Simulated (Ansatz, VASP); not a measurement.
This is a calculation of CuO for VASP 6.6.1.

INCAR

```
SYSTEM = CuO
PREC     = Accurate       ! precision mode
ENCUT    = 820            ! plane-wave cutoff, eV
EDIFF    = 1E-6           ! SCF threshold, eV
ISMEAR   = -1             ! smearing method
SIGMA    = 0.05           ! smearing width, eV
LREAL    = .False.        ! projectors in reciprocal space
LASPH    = .True.         ! aspherical terms in the spheres
NELM     = 120            ! most SCF steps
ALGO     = Normal         ! electronic algorithm
ISIF     = 2              ! what is computed and relaxed
LWAVE    = .False.        ! write WAVECAR
LCHARG   = .False.        ! write CHGCAR
GGA      = B5             ! functional
ALDAX    = 1.0          
AGGAX    = 1.0          
AGGAC    = 1.0          
ALDAC    = 0.0          
NBANDS   = 33             ! bands
GGA_COMPAT= .False.
```

KPOINTS

```
regular mesh
0
Gamma
  10 10 5
  0 0 0
```

Contents of POSCAR:

```
CuO
1.0
    2.3289133814     -1.7019001459      0.0000000000
    2.3289133814      1.7019001459      0.0000000000
   -0.8547742332      0.0000000000      5.0254824872
Cu O
2 2
Direct
    0.0032000000      0.4968000000      0.0000000000
    0.4968000000      0.0032000000      0.5000000000
    0.5714000000      0.4056000000      0.2537000000
    0.4056000000      0.5714000000      0.7537000000
```

Potentials or basis: VASP PAW PBE potentials, release 64 (Cu_sv_GW, O).

The run is started by

```console
$ cat potpaw_PBE.64/Cu_sv_GW/POTCAR potpaw_PBE.64/O/POTCAR > POTCAR
$ mpirun -np 1 vasp_std > vasp.out
```

Q: Translate it to Ansatz 0.2.0. Potentials there: Ansatz PAW.

A: As run (the cutoff follows the program's own potentials):

input.yaml

```yaml
crystal:
  lattice:
    - [2.3289133814, -1.7019001459, 0.0]
    - [2.3289133814, 1.7019001459, 0.0]
    - [-0.8547742332, 0.0, 5.0254824872]
  atoms:
    - { symbol: Cu, position: [0.0032, 0.4968, 0.0] }
    - { symbol: Cu, position: [0.4968, 0.0032, 0.5] }
    - { symbol: O, position: [0.5714, 0.4056, 0.2537] }
    - { symbol: O, position: [0.4056, 0.5714, 0.7537] }
hamiltonian:
  xc: blyp
  pseudopotentials: { kind: paw }
kpoints:
  mp_grid: { grid: [10, 10, 5] }
scf:
  occupations: { method: fermi_dirac, width: 0.05 }
output:
  forces: true
  stress: true
  eigenvalues: true
```

Potentials or basis: Ansatz PAW.

Launch:

```sh
$ ansatz run input.yaml --threads 2 --pin off --max-ram 5632MiB --backend cpu --events-out ev --progress --plain --runs-dir out
```

Both were run:

|  | VASP | Ansatz | Ansatz less VASP |
| --- | --- | --- | --- |
| gap on the k mesh at the Fermi level (eV) | none | none | - |
| pressure (GPa) | 16.3 | 16.6 | +0.38 |
| traceless stress, the component that is largest in VASP (GPa) | -2.55 | -2.49 | +0.063 |
| rms of the force components (eV/Å) | 0.483 | 0.466 | -0.0164 |

VASP's potentials were made for PBE, not for BLYP. Atom by atom the forces differ by 0.023 eV/Å (rms over components). A gap of «none» marks a metal or a gap that the smearing closes.
